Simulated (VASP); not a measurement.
# Zn3SeS2 (I-4m2) in VASP: notebook

The runs below take Zn3SeS2 through single point, relaxation of cell and atoms, with PBE.

Everything below comes from runs of VASP 6.6.1. Logs are shortened: lines on timing, memory, paths and dates and some standing lists are left out, and cuts for length are marked.

**1. The cell of the first run**

It takes space group I-4m2 (No. 119, tetragonal). Conventional cell: a = 3.833 Å, b = 3.833 Å, c = 16.262 Å, α = 90.00°, β = 90.00°, γ = 90.00°. Zn (site symmetry 2mm) has 2 Se at 2.35 Å and 2 S at 2.35 Å within 3.1 Å. Zn (site symmetry -4m2) has 4 S at 2.35 Å within 3.1 Å. Within 3.1 Å of Se (site symmetry -4m2) lie 4 Zn at 2.35 Å. S (site symmetry 2mm) has 4 Zn at 2.35 Å within 3.1 Å.

**2. Single point, PBE**

The input, INCAR:

```
SYSTEM = Zn3SeS2
PREC = Accurate ; ENCUT = 520
EDIFF = 1E-6 ; ISMEAR = 0
SIGMA = 0.1 ; LREAL = .FALSE.
LASPH = .TRUE. ; NELM = 80
ALGO = Normal ; ISIF = 2
LWAVE = .FALSE. ; LCHARG = .TRUE.
GGA = PE ; LELF = .TRUE.
LVHAR = .TRUE. ; NBANDS = 36
```

The input, KPOINTS:

```
regular mesh
0
G
  6 6 6
  0 0 0
```

The input, POSCAR:

```
Zn3SeS2
1.0
   -1.9164385600      1.9164385600      8.1307602300
    1.9164385600     -1.9164385600      8.1307602300
    1.9164385600      1.9164385600     -8.1307602300
Zn Se S
3 1 2
Direct
    0.6666666700      0.6666666700      0.0000000000
    0.0000000000      0.0000000000      0.0000000000
    0.3333333300      0.3333333300      0.0000000000
    0.7500000000      0.2500000000      0.5000000000
    0.0833333300      0.5833333300      0.5000000000
    0.4166666700      0.9166666700      0.5000000000
```

Potentials or basis: VASP PAW PBE potentials, release 64 (Zn, Se, S).

Run with:

```sh
> cat potpaw_PBE.64/Zn/POTCAR potpaw_PBE.64/Se/POTCAR potpaw_PBE.64/S/POTCAR > POTCAR
> mpirun -np 1 vasp_std > vasp.out
```

OUTCAR:

```text
SYSTEM = Zn3SeS2
   PREC = Accurate
   ENCUT = 520
   EDIFF = 1E-6
   ISMEAR = 0
   LREAL = .FALSE.
   LASPH = .TRUE.
   NELM = 80
   ISIF = 2
   GGA = PE

 ion  position               nearest neighbor table
   1  0.667  0.667  0.000-   4 2.35   4 2.35   5 2.35   5 2.35
   2  0.000  0.000  0.000-   6 2.35   5 2.35   5 2.35   6 2.35
   3  0.333  0.333  0.000-   4 2.35   4 2.35   6 2.35   6 2.35
   4  0.750  0.250  0.500-   1 2.35   3 2.35   3 2.35   1 2.35
   5  0.083  0.583  0.500-   2 2.35   2 2.35   1 2.35   1 2.35
   6  0.417  0.917  0.500-   2 2.35   2 2.35   3 2.35   3 2.35

  LATTYP: Found a body centered tetragonal cell.
 ALAT       =     3.8328771200
 C/A-ratio  =     4.2426406981

  Lattice vectors:

 A1 = (  -1.9164385600,   1.9164385600,   8.1307602300)
 A2 = (   1.9164385600,  -1.9164385600,   8.1307602300)
 A3 = (   1.9164385600,   1.9164385600,  -8.1307602300)

Analysis of symmetry for initial positions (statically):
=====================================================================
 Subroutine PRICEL returns:
 Original cell was already a primitive cell.

 Routine SETGRP: Setting up the symmetry group for a
 body centered tetragonal supercell.

 Subroutine GETGRP returns: Found  8 space group operations
 (whereof  8 operations were pure point group operations)
 out of a pool of 16 trial point group operations.

The static configuration has the point symmetry D_2d.

Analysis of symmetry for dynamics (positions and initial velocities):
=====================================================================
 Subroutine PRICEL returns:
 Original cell was already a primitive cell.

 Routine SETGRP: Setting up the symmetry group for a
 body centered tetragonal supercell.

 Subroutine GETGRP returns: Found  8 space group operations
 (whereof  8 operations were pure point group operations)
 out of a pool of 16 trial point group operations.

The dynamic configuration has the point symmetry D_2d.

 Subroutine INISYM returns: Found  8 space group operations
 (whereof  8 operations are pure point group operations),
 and found     1 'primitive' translations

----------------------------------------------------------------------------------------

                                     Primitive cell

  volume of cell :     119.4486

  direct lattice vectors                    reciprocal lattice vectors
    -1.916438560  1.916438560  8.130760230     0.000000000  0.260900616  0.061494865
     1.916438560 -1.916438560  8.130760230     0.260900616  0.000000000  0.061494865
     1.916438560  1.916438560 -8.130760230     0.260900616  0.260900616  0.000000000

  length of vectors
     8.570573810  8.570573810  8.570573810     0.268049901  0.268049901  0.368969189

  position of ions in fractional coordinates (direct lattice)
     0.666666670  0.666666670  0.000000000
     0.000000000  0.000000000  0.000000000
     0.333333330  0.333333330  0.000000000
     0.750000000  0.250000000  0.500000000
     0.083333330  0.583333330  0.500000000
     0.416666670  0.916666670  0.500000000

  ion indices of the primitive-cell ions
   primitive index   ion index
                 1           1
                 2           2
                 3           3
                 4           4
                 5           5
                 6           6

----------------------------------------------------------------------------------------

 KPOINTS: regular mesh

Automatic generation of k-mesh.
 Grid dimensions read from file:
 generate k-points for:    6    6    6

 Generating k-lattice:

  Cartesian coordinates                     Fractional coordinates (reciprocal lattice)
     0.000000000  0.043483436  0.010249144     0.166666667  0.000000000  0.000000000
     0.043483436  0.000000000  0.010249144     0.000000000  0.166666667  0.000000000
     0.043483436  0.043483436  0.000000000     0.000000000  0.000000000  0.166666667

  Length of vectors
     0.044674984  0.044674984  0.061494865

  Shift w.r.t. Gamma in fractional coordinates (k-lattice)
     0.000000000  0.000000000  0.000000000

 Subroutine IBZKPT returns following result:
 ===========================================

 Found     30 irreducible k-points:

 Following reciprocal coordinates:
            Coordinates               Weight
  0.000000  0.000000  0.000000      1.000000
  0.166667  0.000000  0.000000      8.000000
  0.333333 -0.000000  0.000000      8.000000
  0.500000  0.000000 -0.000000      4.000000
  0.166667  0.166667  0.000000      8.000000
  0.333333  0.166667 -0.000000     16.000000
[... 16 lines left out ...]
 -0.333333 -0.333333  0.166667      8.000000
 -0.166667 -0.333333  0.166667      8.000000
 [... further k-points ...]
   k-points           NKPTS =     30   k-points in BZ     NKDIM =     30   number of bands    NBANDS=     36
   number of dos      NEDOS =    301   number of ions     NIONS =      6
   total plane-waves  NPLWV = 262144
   dimension x,y,z NGX =    64 NGY =   64 NGZ =   64
   dimension x,y,z NGXF=   128 NGYF=  128 NGZF=  128
   ions per type =               3   1   2
   NGX,Y,Z   is equivalent  to a cutoff of  12.41, 12.41, 12.41 a.u.
   NGXF,Y,Z  is equivalent  to a cutoff of  24.83, 24.83, 24.83 a.u.
 SYSTEM =  Zn3SeS2
   PREC   = accura    normal or accurate (medium, high low for compatibility)
   ISTART =      0    job   : 0-new  1-cont  2-samecut
   ICHARG =      2    charge: 1-file 2-atom 10-const
   ISPIN  =      1    spin polarized calculation?
   LNONCOLLINEAR =      F non collinear calculations
   LSORBIT =      F    spin-orbit coupling
   LASPH  =      T    aspherical Exc in radial PAW
   ENCUT  =  520.0 eV  38.22 Ry    6.18 a.u.  15.94 15.94 15.94*2*pi/ulx,y,z
   NELM   =     80;   NELMIN=  2; NELMDL= -5     # of ELM steps
   EDIFF  = 0.1E-05   stopping-criterion for ELM
   LREAL  =      F    real-space projection
   EDIFFG = 0.1E-04   stopping-criterion for IOM
   NSW    =      0    number of steps for IOM
   IBRION =     -1    ionic relax: 0-MD 1-quasi-New 2-CG
   NFREE  =      0    steps in history (QN), initial steepest desc. (CG)
   ISIF   =      2    stress and relaxation
   ISYM   =      2    0-nonsym 1-usesym 2-fastsym
   POTIM  = 0.5000    time-step for ionic-motion
   TEBEG  =    0.0;   TEEND  =   0.0 temperature during run
   PSTRESS=    0.0 pullay stress
   NELECT =      54.0000    total number of electrons
   NUPDOWN=      -1.0000    fix difference up-down
   EMIN   =  10.00;   EMAX   =-10.00  energy-range for DOS
   EFERMI =   0.00;   METHOD = LEGACY
   ISMEAR =     0;   SIGMA  =   0.10  broadening in eV -4-tet -1-fermi 0-gaus
   EFERMI_NEDOS =   21; number of points for ismear=-14 and -15
   IALGO  =     38    algorithm
   IMIX   =      4    mixing-type and parameters
     AMIX     =   0.40;   BMIX     =  1.00
     AMIX_MAG =   1.60;   BMIX_MAG =  1.00
  volume/ion in A,a.u.               =      19.91       134.35
  Fermi-wavevector in a.u.,A,eV,Ry     =   1.256452  2.374349 21.479118  1.578671
  Thomas-Fermi vector in A             =   2.390159
   LORBIT       =      0    0 simple, 1 ext, 2 COOP (PROOUT), +10 PAW based schemes
   GGA     = PE    functional components
   LHFCALC =     F    Hartree Fock is set to
   AEXX    =    0.0000 exact exchange contribution
   IVDW    =     0    specifies the selected vdW correction
   LEPSILON=     F    determine dielectric tensor
   LRPA    =     F    only Hartree local field effects (RPA)
 non-spin polarized calculation
 Gauss-broadening in eV      SIGMA  =   0.10
  energy-cutoff  :      520.00
  volume of cell :      119.45
 maximum number of plane-waves:      3250
   NGX = 31   NGY = 31   NGZ = 31

 number of electron      54.0000001 magnetization

 Free energy of the ion-electron system (eV)
  ---------------------------------------------------
  ext. energy  EPLUGINS =         0.00000000
  ---------------------------------------------------
  free energy    TOTEN  =       -19.46112307 eV

  energy without entropy =      -19.46112307  energy(sigma->0) =      -19.46112307

 E-fermi :   2.7915     XC(G=0):  -9.7080

 val. band max:        2.3058650383   @ k =   0.0000   0.0000   0.0000
 cond. band min:       4.3001293796   @ k =   0.0000   0.0000   0.0000
 fundamental gap:      1.9942643413
 Fermi energy:         2.7914784334

 k-point     1 :       0.0000    0.0000    0.0000
  band No.  band energies     occupation
      1     -11.2481      2.00000
      2     -10.3217      2.00000
      3     -10.0755      2.00000
      4      -4.4458      2.00000
      5      -4.3134      2.00000
      6      -4.3134      2.00000
[... 28 lines left out ...]
     35       8.4800      0.00000
     36      11.5521      0.00000

 k-point     2 :       0.1667    0.0000    0.0000
  band No.  band energies     occupation
      1     -11.1083      2.00000
      2     -10.2951      2.00000
      3     -10.0028      2.00000
      4      -4.3820      2.00000
      5      -4.3154      2.00000
      6      -4.2956      2.00000
[... 28 lines left out ...]
     35       9.0146      0.00000
     36       9.9268      0.00000

 k-point     3 :       0.3333   -0.0000    0.0000
  band No.  band energies     occupation
      1     -10.7751      2.00000
      2     -10.1961      2.00000
      3      -9.9334      2.00000
      4      -4.2943      2.00000
      5      -4.2608      2.00000
      6      -4.2604      2.00000
[... 28 lines left out ...]
     35       9.4275      0.00000
     36       9.5897      0.00000

 k-point     4 :       0.5000    0.0000   -0.0000
  band No.  band energies     occupation
      1     -10.5633      2.00000
      2     -10.0470      2.00000
      3     -10.0313      2.00000
      4      -4.2615      2.00000
      5      -4.2467      2.00000
      6      -4.1882      2.00000
[... 28 lines left out ...]
     35       9.6383      0.00000
     36       9.7654      0.00000

 k-point     5 :       0.1667    0.1667    0.0000
  band No.  band energies     occupation
      1     -10.9676      2.00000
      2     -10.2829      2.00000
      3      -9.9176      2.00000
      4      -4.3358      2.00000
      5      -4.3210      2.00000
      6      -4.2663      2.00000
[... 655 lines left out ...]
 k-point    22 :      -0.1667    0.5000    0.1667
  band No.  band energies     occupation
      1     -10.7528      2.00000
      2     -10.2579      2.00000
      3      -9.8959      2.00000
      4      -4.2906      2.00000
      5      -4.2629      2.00000
      6      -4.2484      2.00000
[... 28 lines left out ...]
     35       9.3126      0.00000
     36       9.7156      0.00000

 k-point    23 :      -0.3333   -0.3333    0.1667
  band No.  band energies     occupation
      1     -10.9273      2.00000
      2     -10.3982      2.00000
      3      -9.8411      2.00000
      4      -4.3279      2.00000
      5      -4.3136      2.00000
      6      -4.2699      2.00000
[... 28 lines left out ...]
     35       9.3331      0.00000
     36       9.4672      0.00000

 k-point    24 :      -0.1667   -0.3333    0.1667
  band No.  band energies     occupation
      1     -11.0713      2.00000
      2     -10.4315      2.00000
      3      -9.9003      2.00000
      4      -4.3832      2.00000
      5      -4.3074      2.00000
      6      -4.2901      2.00000
[... 28 lines left out ...]
     35       8.8981      0.00000
     36       9.6376      0.00000

 [... further k-points ...]

------------------------ aborting loop because EDIFF is reached ----------------------------------------

  FORCE on cell =-STRESS in cart. coord.  units (eV):
  Direction    XX          YY          ZZ          XY          YZ          ZX
  --------------------------------------------------------------------------------------
  -------------------------------------------------------------------------------------
  Total        4.1080577      4.1080577      4.0109441      0.0000000      0.0000000      0.0000000
  in kB       55.1018484     55.1018484     53.7992533      0.0000000      0.0000000      0.0000000
  external PRESSURE =      54.6676500 kB  Pullay stress =       0.0000000 kB

 VOLUME and BASIS-vectors are now :
 -----------------------------------------------------------------------------
  energy-cutoff  :      520.00
  volume of cell :      119.45
      direct lattice vectors                 reciprocal lattice vectors
    -1.916438560  1.916438560  8.130760230     0.000000000  0.260900616  0.061494865
     1.916438560 -1.916438560  8.130760230     0.260900616  0.000000000  0.061494865
     1.916438560  1.916438560 -8.130760230     0.260900616  0.260900616  0.000000000

 POSITION                                       TOTAL-FORCE (eV/Angst)
 -----------------------------------------------------------------------------------
      0.00000      0.00000     10.84101         0.000000      0.000000     -0.894882
      0.00000      0.00000      0.00000        -0.000000     -0.000000     -0.000000
      0.00000      0.00000      5.42051        -0.000000     -0.000000      0.894882
     -0.00000      1.91644      4.06538        -0.000000     -0.000000     -0.000000
      1.91644     -0.00000      1.35513        -0.000000     -0.000000     -0.116825
      1.91644      0.00000      6.77563        -0.000000     -0.000000      0.116825
 -----------------------------------------------------------------------------------
    total drift:                               -0.000000      0.000000      0.000000

  FREE ENERGIE OF THE ION-ELECTRON SYSTEM (eV)
  ---------------------------------------------------
  free  energy   TOTEN  =       -19.4611230735 eV

  energy  without entropy=      -19.4611230735  energy(sigma->0) =      -19.46112307
```

Wall time 10 min (1 thread of Intel Xeon 8259CL, shared host); peak memory 0.58 GiB.

What came out:

```yaml
Free_energy: -19.4611 eV
Pressure: 5.5 GPa
Largest_force: 0.895 eV/Å
Band_gap_on_the_k_mesh: 1.99 eV
```

Forces on the atoms (eV/Å):
```
Zn   0.000  0.000 -0.895
Zn   0.000  0.000  0.000
Zn   0.000  0.000  0.895
Se   0.000  0.000  0.000
S    0.000  0.000 -0.117
S    0.000  0.000  0.117
```

Caveat: the cell stands under pressure. A k mesh can miss the band edges.

**3. Single point, PBE**

This run uses another cell than the first one, of 21.18 Å³/atom.

INCAR is that of step 2.

The input, KPOINTS:

```
Automatic mesh
0
G
  6 6 6
  0 0 0
```

The input, POSCAR:

```
Zn3SeS2
1.0
   -1.9566069693      1.9566069693      8.2983049311
    1.9566069693     -1.9566069693      8.2983049311
    1.9566069693      1.9566069693     -8.2983049311
Zn Se S
3 1 2
Direct
    0.6609080371      0.6609080371      0.0000000000
    0.0000000000      0.0000000000      0.0000000000
    0.3390919629      0.3390919629      0.0000000000
    0.7500000000      0.2500000000      0.5000000000
    0.0803145877      0.5803145877      0.5000000000
    0.4196854123      0.9196854123      0.5000000000
```

Potentials or basis: VASP PAW PBE potentials, release 64 (Zn, Se, S).

Run with:

```sh
> cat potpaw_PBE.64/Zn/POTCAR potpaw_PBE.64/Se/POTCAR potpaw_PBE.64/S/POTCAR > POTCAR
> mpirun -np 1 vasp_std > vasp.out
```

It took 13 min on 1 thread of Intel Xeon 8259CL, shared host; peak memory 0.71 GiB.

The run converged. Its results:

```yaml
Free_energy: -19.6821 eV
Pressure: 0.4 GPa
Largest_force: 0.039 eV/Å
Band_gap_on_the_k_mesh: 1.65 eV
```

Forces in eV/Å, atoms in the order of the input:
```
Zn   0.000  0.000 -0.039
Zn   0.000  0.000  0.000
Zn   0.000  0.000  0.039
Se   0.000  0.000  0.000
S    0.000  0.000  0.017
S    0.000  0.000 -0.017
```

Levels at points of the mesh, in eV from the valence-band top:
```csv
k point,band 25,band 26,band 27,band 28,band 29,band 30
"(0.00, 0.00, 0.00)",-0.08,0.00,0.00,1.65,3.69,3.72
"(0.50, 0.00, 0.00)",-1.15,-0.90,-0.43,2.92,3.98,4.15
"(0.50, 0.50, 0.00)",-2.54,-2.18,-2.11,3.23,3.80,4.63
"(0.50, 0.50, 0.50)",-0.92,-0.44,-0.44,3.18,3.46,3.49
```

A k mesh can miss the band edges.

(Continued in part 2 of 2.)
